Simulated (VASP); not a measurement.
# Ru (P6_3/mmc) in VASP: further runs

Ru is run at these levels: LDA; tasks: single point.

Program: VASP 6.6.1. These are calculated values, not measurements. Logs are shortened: lines on timing, memory, paths and dates and some standing lists are left out, and cuts for length are marked.

## Step 1: The cell of the first run

The structure is hexagonal, space group P6_3/mmc (No. 194). The conventional cell has a = 2.708 Å, b = 2.708 Å, c = 4.268 Å, α = 90.00°, β = 90.00°, γ = 120.00°. Within 3.5 Å of Ru (site symmetry -6m2) lie 12 Ru at 2.65 to 2.71 Å.

## Step 2: Single point, LDA

The input, INCAR:

```
PREC = Accurate
ENCUT = 520
EDIFF = 1E-6
ISMEAR = 0
SIGMA = 0.1
LREAL = False
LASPH = True
NELM = 100
ALGO = Normal
ISIF = 2
LWAVE = False
LCHARG = True
GGA = CA
LELF = True
LVHAR = True
NBANDS = 21
```

The input, KPOINTS:

```
Automatic mesh
0
Gamma
  9 9 4
```

The input, POSCAR:

```
Ru
1.0
    2.7078263400      0.0000000000      0.0000000000
   -1.3539131700      2.3450464000      0.0000000000
    0.0000000000      0.0000000000      4.2681017800
Ru
2
Direct
    0.3333333300      0.6666666700      0.2500000000
    0.6666666700      0.3333333300      0.7500000000
```

Potentials or basis: VASP PAW LDA potentials, release 64 (Ru_pv).

Started as:

```sh
cat potpaw_LDA.64/Ru_pv/POTCAR > POTCAR
mpirun -np 1 vasp_std > vasp.out
```

OUTCAR:

```text
PREC = Accurate
   ENCUT = 520
   EDIFF = 1E-6
   ISMEAR = 0
   LREAL = False
   LASPH = True
   NELM = 100
   ISIF = 2
   GGA = CA

 ion  position               nearest neighbor table
   1  0.333  0.667  0.250-   2 2.65   2 2.65   2 2.65   2 2.65   2 2.65   2 2.65
   2  0.667  0.333  0.750-   1 2.65   1 2.65   1 2.65   1 2.65   1 2.65   1 2.65

  LATTYP: Found a hexagonal cell.
 ALAT       =     2.7078263400
 C/A-ratio  =     1.5762095659

  Lattice vectors:

 A1 = (   2.7078263400,   0.0000000000,   0.0000000000)
 A2 = (  -1.3539131700,   2.3450464000,   0.0000000000)
 A3 = (   0.0000000000,   0.0000000000,   4.2681017800)

Analysis of symmetry for initial positions (statically):
=====================================================================
 Subroutine PRICEL returns:
 Original cell was already a primitive cell.

 Routine SETGRP: Setting up the symmetry group for a
 hexagonal supercell.

 Subroutine GETGRP returns: Found 24 space group operations
 (whereof 12 operations were pure point group operations)
 out of a pool of 24 trial point group operations.

The static configuration has the point symmetry D_3d.
 The point group associated with its full space group is D_6h.

Analysis of symmetry for dynamics (positions and initial velocities):
=====================================================================
 Subroutine PRICEL returns:
 Original cell was already a primitive cell.

 Routine SETGRP: Setting up the symmetry group for a
 hexagonal supercell.

 Subroutine GETGRP returns: Found 24 space group operations
 (whereof 12 operations were pure point group operations)
 out of a pool of 24 trial point group operations.

The dynamic configuration has the point symmetry D_3d.
 The point group associated with its full space group is D_6h.

 Subroutine INISYM returns: Found 24 space group operations
 (whereof 12 operations are pure point group operations),
 and found     1 'primitive' translations

----------------------------------------------------------------------------------------

                                     Primitive cell

  volume of cell :      27.1024

  direct lattice vectors                    reciprocal lattice vectors
     2.707826340  0.000000000  0.000000000     0.369299901  0.213215397  0.000000000
    -1.353913170  2.345046400  0.000000000     0.000000000  0.426430795  0.000000000
     0.000000000  0.000000000  4.268101780     0.000000000  0.000000000  0.234296193

  length of vectors
     2.707826340  2.707826340  4.268101780     0.426430795  0.426430795  0.234296193

  position of ions in fractional coordinates (direct lattice)
     0.333333330  0.666666670  0.250000000
     0.666666670  0.333333330  0.750000000

  ion indices of the primitive-cell ions
   primitive index   ion index
                 1           1
                 2           2

----------------------------------------------------------------------------------------

 KPOINTS: Automatic mesh

Automatic generation of k-mesh.
 Grid dimensions read from file:
 generate k-points for:    9    9    4

 Generating k-lattice:

  Cartesian coordinates                     Fractional coordinates (reciprocal lattice)
     0.041033322  0.023690600  0.000000000     0.111111111  0.000000000  0.000000000
     0.000000000  0.047381199  0.000000000     0.000000000  0.111111111  0.000000000
     0.000000000  0.000000000  0.058574048     0.000000000  0.000000000  0.250000000

  Length of vectors
     0.047381199  0.047381199  0.058574048

  Shift w.r.t. Gamma in fractional coordinates (k-lattice)
     0.000000000  0.000000000  0.000000000

 Subroutine IBZKPT returns following result:
 ===========================================

 Found     36 irreducible k-points:

 Following reciprocal coordinates:
            Coordinates               Weight
  0.000000  0.000000  0.000000      1.000000
  0.111111  0.000000  0.000000      6.000000
  0.222222  0.000000  0.000000      6.000000
  0.333333  0.000000  0.000000      6.000000
  0.444444  0.000000  0.000000      6.000000
  0.111111  0.111111  0.000000      6.000000
[... 16 lines left out ...]
  0.333333  0.222222  0.250000     24.000000
  0.333333  0.333333  0.250000      4.000000
 [... further k-points ...]
   k-points           NKPTS =     36   k-points in BZ     NKDIM =     36   number of bands    NBANDS=     21
   number of dos      NEDOS =    301   number of ions     NIONS =      2
   total plane-waves  NPLWV =  12800
   dimension x,y,z NGX =    20 NGY =   20 NGZ =   32
   dimension x,y,z NGXF=    40 NGYF=   40 NGZF=   64
   ions per type =               2
   NGX,Y,Z   is equivalent  to a cutoff of  12.28, 12.28, 12.46 a.u.
   NGXF,Y,Z  is equivalent  to a cutoff of  24.56, 24.56, 24.93 a.u.
 SYSTEM =  unknown system
   PREC   = accura    normal or accurate (medium, high low for compatibility)
   ISTART =      0    job   : 0-new  1-cont  2-samecut
   ICHARG =      2    charge: 1-file 2-atom 10-const
   ISPIN  =      1    spin polarized calculation?
   LNONCOLLINEAR =      F non collinear calculations
   LSORBIT =      F    spin-orbit coupling
   LASPH  =      T    aspherical Exc in radial PAW
   ENCUT  =  520.0 eV  38.22 Ry    6.18 a.u.   5.03  5.03  7.94*2*pi/ulx,y,z
   NELM   =    100;   NELMIN=  2; NELMDL= -5     # of ELM steps
   EDIFF  = 0.1E-05   stopping-criterion for ELM
   LREAL  =      F    real-space projection
   EDIFFG = 0.1E-04   stopping-criterion for IOM
   NSW    =      0    number of steps for IOM
   IBRION =     -1    ionic relax: 0-MD 1-quasi-New 2-CG
   NFREE  =      0    steps in history (QN), initial steepest desc. (CG)
   ISIF   =      2    stress and relaxation
   ISYM   =      2    0-nonsym 1-usesym 2-fastsym
   POTIM  = 0.5000    time-step for ionic-motion
   TEBEG  =    0.0;   TEEND  =   0.0 temperature during run
   PSTRESS=    0.0 pullay stress
   NELECT =      28.0000    total number of electrons
   NUPDOWN=      -1.0000    fix difference up-down
   EMIN   =  10.00;   EMAX   =-10.00  energy-range for DOS
   EFERMI =   0.00;   METHOD = LEGACY
   ISMEAR =     0;   SIGMA  =   0.10  broadening in eV -4-tet -1-fermi 0-gaus
   EFERMI_NEDOS =   21; number of points for ismear=-14 and -15
   IALGO  =     38    algorithm
   IMIX   =      4    mixing-type and parameters
     AMIX     =   0.40;   BMIX     =  1.00
     AMIX_MAG =   1.60;   BMIX_MAG =  1.00
  volume/ion in A,a.u.               =      13.55        91.45
  Fermi-wavevector in a.u.,A,eV,Ry     =   1.654977  3.127452 37.265640  2.738947
  Thomas-Fermi vector in A             =   2.743152
   LORBIT       =      0    0 simple, 1 ext, 2 COOP (PROOUT), +10 PAW based schemes
   GGA     = CA    functional components
   LHFCALC =     F    Hartree Fock is set to
   AEXX    =    0.0000 exact exchange contribution
   IVDW    =     0    specifies the selected vdW correction
   LEPSILON=     F    determine dielectric tensor
   LRPA    =     F    only Hartree local field effects (RPA)
 non-spin polarized calculation
 Gauss-broadening in eV      SIGMA  =   0.10
  energy-cutoff  :      520.00
  volume of cell :       27.10
 maximum number of plane-waves:       744
   NGX = 11   NGY = 11   NGZ = 15

 number of electron      28.0000006 magnetization

 Free energy of the ion-electron system (eV)
  ---------------------------------------------------
  ext. energy  EPLUGINS =         0.00000000
  ---------------------------------------------------
  free energy    TOTEN  =       -21.35527330 eV

  energy without entropy =      -21.34447354  energy(sigma->0) =      -21.34987342

 E-fermi :  12.9043     XC(G=0): -14.3932

 val. band max:       12.7621318145   @ k =   0.3333   0.0000   0.2500
 cond. band min:      12.9053008522   @ k =   0.3333   0.0000   0.0000
 fundamental gap:      0.1431690377
 Fermi energy:        12.9043108477

 k-point     1 :       0.0000    0.0000    0.0000
  band No.  band energies     occupation
      1     -30.7597      2.00000
      2     -29.7878      2.00000
      3     -29.7878      2.00000
      4     -29.6102      2.00000
      5     -29.6102      2.00000
      6     -29.5802      2.00000
[... 13 lines left out ...]
     20      22.6937      0.00000
     21      23.0947      0.00000

 k-point     2 :       0.1111    0.0000    0.0000
  band No.  band energies     occupation
      1     -30.7171      2.00000
      2     -29.8763      2.00000
      3     -29.8177      2.00000
      4     -29.7022      2.00000
      5     -29.6223      2.00000
      6     -29.6006      2.00000
[... 13 lines left out ...]
     20      22.6937      0.00000
     21      23.0263      0.00000

 k-point     3 :       0.2222    0.0000    0.0000
  band No.  band energies     occupation
      1     -30.5995      2.00000
      2     -30.1004      2.00000
      3     -29.9274      2.00000
      4     -29.8898      2.00000
      5     -29.6619      2.00000
      6     -29.6558      2.00000
[... 13 lines left out ...]
     20      22.6936      0.00000
     21      22.8316      0.00000

 k-point     4 :       0.3333    0.0000    0.0000
  band No.  band energies     occupation
      1     -30.4374      2.00000
      2     -30.3551      2.00000
      3     -30.1710      2.00000
      4     -29.9676      2.00000
      5     -29.7597      2.00000
      6     -29.6971      2.00000
[... 13 lines left out ...]
     20      22.6932      0.00000
     21      22.7060      0.00000

 k-point     5 :       0.4444    0.0000    0.0000
  band No.  band energies     occupation
      1     -30.5205      2.00000
      2     -30.3239      2.00000
      3     -30.2919      2.00000
      4     -30.0167      2.00000
      5     -29.8628      2.00000
      6     -29.7252      2.00000
[... 13 lines left out ...]
     20      22.6929      0.00000
     21      23.5822      0.00000

 k-point     6 :       0.1111    0.1111    0.0000
  band No.  band energies     occupation
      1     -30.6369      2.00000
      2     -30.0075      2.00000
      3     -29.9364      2.00000
      4     -29.8008      2.00000
      5     -29.6625      2.00000
      6     -29.6416      2.00000
[... 13 lines left out ...]
     20      22.6936      0.00000
     21      22.8987      0.00000

 k-point     7 :       0.2222    0.1111    0.0000
  band No.  band energies     occupation
      1     -30.4955      2.00000
      2     -30.2262      2.00000
      3     -30.1241      2.00000
      4     -29.9205      2.00000
      5     -29.7226      2.00000
      6     -29.7223      2.00000
[... 13 lines left out ...]
     20      22.6934      0.00000
     21      22.7929      0.00000
[... 291 lines left out ...]
      1     -30.5562      2.00000
      2     -30.3982      2.00000
      3     -30.1160      2.00000
      4     -29.9884      2.00000
      5     -29.8402      2.00000
      6     -29.7599      2.00000
[... 13 lines left out ...]
     20      22.6931      0.00000
     21      23.5963      0.00000

 k-point    21 :       0.4444    0.1111    0.2500
  band No.  band energies     occupation
      1     -30.6073      2.00000
      2     -30.4562      2.00000
      3     -30.1241      2.00000
      4     -29.9737      2.00000
      5     -29.8877      2.00000
      6     -29.7838      2.00000
[... 13 lines left out ...]
     20      22.6909      0.00000
     21      23.6222      0.00000

 k-point    22 :       0.2222    0.2222    0.2500
  band No.  band energies     occupation
      1     -30.4917      2.00000
      2     -30.3788      2.00000
      3     -30.0732      2.00000
      4     -30.0628      2.00000
      5     -29.8699      2.00000
      6     -29.7553      2.00000
[... 13 lines left out ...]
     20      22.6930      0.00000
     21      24.6282      0.00000

 k-point    23 :       0.3333    0.2222    0.2500
  band No.  band energies     occupation
      1     -30.5100      2.00000
      2     -30.4179      2.00000
      3     -30.2150      2.00000
      4     -30.0193      2.00000
      5     -29.9333      2.00000
      6     -29.8083      2.00000
[... 13 lines left out ...]
     20      22.6919      0.00000
     21      23.3362      0.00000

 k-point    24 :       0.3333    0.3333    0.2500
  band No.  band energies     occupation
      1     -30.4042      2.00000
      2     -30.4042      2.00000
      3     -30.3529      2.00000
      4     -30.0847      2.00000
      5     -29.8779      2.00000
      6     -29.8779      2.00000
[... 13 lines left out ...]
     20      22.6933      0.00000
     21      22.6933      0.00000

 [... further k-points ...]
[... 5 lines left out ...]
  --------------------------------------------------------------------------------------
  -------------------------------------------------------------------------------------
  Total       -1.7324782     -1.7324782     -1.9874046      0.0000000      0.0000000      0.0000000
  in kB     -102.4168360   -102.4168361   -117.4870140      0.0000000      0.0000000      0.0000000
  external PRESSURE =    -107.4402287 kB  Pullay stress =       0.0000000 kB

 VOLUME and BASIS-vectors are now :
 -----------------------------------------------------------------------------
  energy-cutoff  :      520.00
  volume of cell :       27.10
      direct lattice vectors                 reciprocal lattice vectors
     2.707826340  0.000000000  0.000000000     0.369299901  0.213215397  0.000000000
    -1.353913170  2.345046400  0.000000000     0.000000000  0.426430795  0.000000000
     0.000000000  0.000000000  4.268101780     0.000000000  0.000000000  0.234296193

 POSITION                                       TOTAL-FORCE (eV/Angst)
 -----------------------------------------------------------------------------------
     -0.00000      1.56336      1.06703        -0.000000      0.000000      0.000000
      1.35391      0.78168      3.20108         0.000000     -0.000000      0.000000
 -----------------------------------------------------------------------------------
    total drift:                               -0.000004      0.000003     -0.000000

  FREE ENERGIE OF THE ION-ELECTRON SYSTEM (eV)
  ---------------------------------------------------
  free  energy   TOTEN  =       -21.3552732961 eV

  energy  without entropy=      -21.3444735374  energy(sigma->0) =      -21.34987342
```

Wall time 8.6 s (1 thread of Intel Xeon 6975P-C (Granite Rapids), shared host); peak memory 0.13 GiB.

What came out:

```
Free energy            : -21.3553 eV
Pressure               : -10.7 GPa
Band gap on the k mesh : zero (band 14 reaches 14.21 eV, above the bottom of band 15 at 11.14 eV)
```

Stress tensor (GPa, compression positive):
```
-10.24   0.00   0.00
  0.00 -10.24   0.00
  0.00   0.00 -11.75
```

Caveat: the k points lie up to 0.37 Å⁻¹ apart.

## Step 3: Single point, LDA

This run uses another cell than the first one, of 13.08 Å³/atom, 0.965 times its volume.

The input, INCAR:

```
SYSTEM = Ru
  ALGO = Fast
  EDIFF = 1E-6
  ENCUT = 520
  GGA = CA
  ISIF = 2
  ISMEAR = 0
  LASPH = .TRUE.
  LCHARG = .FALSE.
  LREAL = .FALSE.
  LWAVE = .FALSE.
  NBANDS = 21
  NELM = 100
  PREC = Accurate
  SIGMA = 0.1
```

The input, KPOINTS:

```
k-points
0
G
  9 9 6
  0 0 0
```

The input, POSCAR:

```
Ru
1.0
    2.6729789960      0.0000000000      0.0000000000
   -1.3364894980      2.3148677143      0.0000000000
    0.0000000000      0.0000000000      4.2281491570
Ru
2
Direct
    0.3333333333      0.6666666667      0.2500000000
    0.6666666667      0.3333333333      0.7500000000
```

Potentials or basis: VASP PAW LDA potentials, release 64 (Ru_pv).

Started as:

```sh
cat potpaw_LDA.64/Ru_pv/POTCAR > POTCAR
mpirun -np 1 vasp_std > vasp.out
```

Wall time 10 s (1 thread of Intel Xeon 6975P-C (Granite Rapids), shared host); peak memory 0.13 GiB.

Results (log left out):

- Free energy: -21.4111 eV
- Pressure: 0.9 GPa
- Band gap on the k mesh: zero (band 14 reaches 14.95 eV, above the bottom of band 15 at 11.70 eV)

Stress tensor (GPa, compression positive):
```
0.89 0.00 0.00
0.00 0.89 0.00
0.00 0.00 1.01
```

Levels at points of the mesh, in eV from the Fermi level:
```tsv
k point	band 10	band 11	band 12	band 13	band 14	band 15	band 16	band 17	band 18	band 19
(0.00, 0.00, 0.00)	-2.84	-2.64	-2.11	-2.11	-1.54	-1.54	1.20	1.20	1.29	9.86
(0.00, 0.00, 0.50)	-3.01	-3.01	-3.01	-2.90	-2.90	0.53	0.53	0.53	0.53	9.87
```

## Step 4: Single point, LDA

This run uses another cell than the first one, of 13.09 Å³/atom, 0.966 times its volume.

The input, INCAR:

```
  PREC = Accurate
  ENCUT = 520
  EDIFF = 1E-7
  ISMEAR = 0
  SIGMA = 0.1
  LREAL = False
  LASPH = True
  NELM = 80
  ALGO = Fast
  ISIF = 2
  LWAVE = False
  LCHARG = True
  LELF = True
  LVHAR = True
  NBANDS = 21
```

The input, KPOINTS:

```
regular mesh
0
Gamma
  15 15 8
```

The input, POSCAR:

```
Ru
1.0
    2.6743058386      0.0000000000      0.0000000000
   -1.3371529193      2.3160167938      0.0000000000
    0.0000000000      0.0000000000      4.2260483473
Ru
2
Direct
    0.3333333333      0.6666666667      0.2500000000
    0.6666666667      0.3333333333      0.7500000000
```

Started as:

```sh
cat potpaw_LDA.64/Ru_pv/POTCAR > POTCAR
mpirun -np 1 vasp_std > vasp.out
```

Run time: 26 s. Hardware: 1 thread of Intel Xeon 6975P-C (Granite Rapids), shared host; peak memory 0.17 GiB.

The run converged. Its results:

```yaml
Free_energy: -21.3992 eV
Pressure: 0.9 GPa
Band_gap_on_the_k_mesh: zero (band 14 reaches 15.05 eV, above the bottom of band 15 at 11.76 eV)
```

Stress tensor (GPa, compression positive):
```
0.89 0.00 0.00
0.00 0.89 0.00
0.00 0.00 0.99
```

Levels at points of the mesh, in eV from the Fermi level:
```csv
k point,band 11,band 12,band 13,band 14,band 15,band 16,band 17,band 18
"(0.00, 0.00, 0.00)",-2.56,-2.03,-2.03,-1.48,-1.48,1.27,1.27,1.36
"(0.00, 0.00, 0.50)",-2.94,-2.94,-2.83,-2.83,0.60,0.60,0.60,0.60
```

## Step 5: Summary

| cell | k mesh | gap on the mesh (eV) | pressure (GPa) |
| --- | --- | --- | --- |
| a = 2.708, b = 2.708, c = 4.268 Å, angles 90.0, 90.0, 120.0°, 2 atoms | 9 × 9 × 4 | none | -10.7 |
| a = 2.673, b = 2.673, c = 4.228 Å, angles 90.0, 90.0, 120.0°, 2 atoms | 9 × 9 × 6 | none | 0.9 |
| a = 2.674, b = 2.674, c = 4.226 Å, angles 90.0, 90.0, 120.0°, 2 atoms | 15 × 15 × 8 | none | 0.9 |

Alike in all rows: task single point; level LDA; potentials or basis VASP PAW LDA potentials, release 64 (Ru_pv); no spin polarisation; cutoff (eV) 520; smearing gaussian 0.1 eV.

Caveats: some runs use coarse meshes.

Absolute energies hang on the potentials; compare differences alone.
